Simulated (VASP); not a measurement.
Here is a VASP 6.6.1 calculation.

INCAR

```
SYSTEM = MgO
ALGO = Normal ; EDIFF = 1E-6
ENCUT = 600 ; GGA = PE
GGA_COMPAT = .False. ; ISIF = 2
ISMEAR = -1 ; LASPH = .True.
LCHARG = .True. ; LELF = .True.
LREAL = .False. ; LVHAR = .True.
LWAVE = .False. ; NBANDS = 11
NELM = 120 ; PREC = Accurate
SIGMA = 0.03
```

The input KPOINTS:

```
k-points
0
Gamma
  5 5 5
  0 0 0
```

File POSCAR:

```
MgO
1.0
    0.0000000000      2.1080000000      2.1080000000
    2.1080000000      0.0000000000      2.1080000000
    2.1080000000      2.1080000000      0.0000000000
Mg O
1 1
Direct
    0.0000000000      0.0000000000      0.0000000000
    0.5000000000      0.5000000000      0.5000000000
```

Potentials or basis: VASP PAW PBE potentials, release 64 (Mg, O).

The run is started by

```sh
$ cat potpaw_PBE.64/Mg/POTCAR potpaw_PBE.64/O/POTCAR > POTCAR
$ mpirun -np 1 vasp_std > vasp.out
```

**Question.** Estimate the pressure.

**Answer.** 3.2 GPa.

**Question.** Estimate the band gap on the k mesh.

**Answer.** 4.70 eV, direct.

Caveat: the k points lie up to 0.52 Å⁻¹ apart. Expect the measured gap to be larger: semilocal functionals such as PBE lack the derivative discontinuity.
